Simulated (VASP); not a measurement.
A run of VASP 6.6.1 is set up as follows.

Contents of INCAR:

```
SYSTEM = HgW
PREC = Accurate ; ENCUT = 520
EDIFF = 1E-7 ; ISMEAR = 0
SIGMA = 0.1 ; LREAL = .False.
LASPH = .True. ; NELM = 60
ALGO = Normal ; ISIF = 2
LWAVE = .False. ; LCHARG = .False.
GGA = PE ; NBANDS = 20
```

File KPOINTS:

```
Automatic mesh
0
Gamma
  16 16 16
  0 0 0
```

Contents of POSCAR:

```
HgW
1.0
    3.2903269334      0.0000000000      0.0000000000
    0.0000000000      3.2903269334      0.0000000000
    0.0000000000      0.0000000000      3.2903269334
Hg W
1 1
Direct
    0.0000000000      0.0000000000      0.0000000000
    0.5000000000      0.5000000000      0.5000000000
```

Potentials or basis: VASP PAW PBE potentials, release 64 (Hg, W_sv).

Command:

```sh
$ cat potpaw_PBE.64/Hg/POTCAR potpaw_PBE.64/W_sv/POTCAR > POTCAR
$ mpirun -np 1 vasp_std > vasp.out
```

Task: Estimate the band gap on the k mesh.

Result: Zero (bands 13 and 14 overlap by 2.65 eV).

Task: Estimate the pressure.

Result: 1.3 GPa.

Caveat: spin-orbit coupling is left out, which moves the levels of the heavy elements.
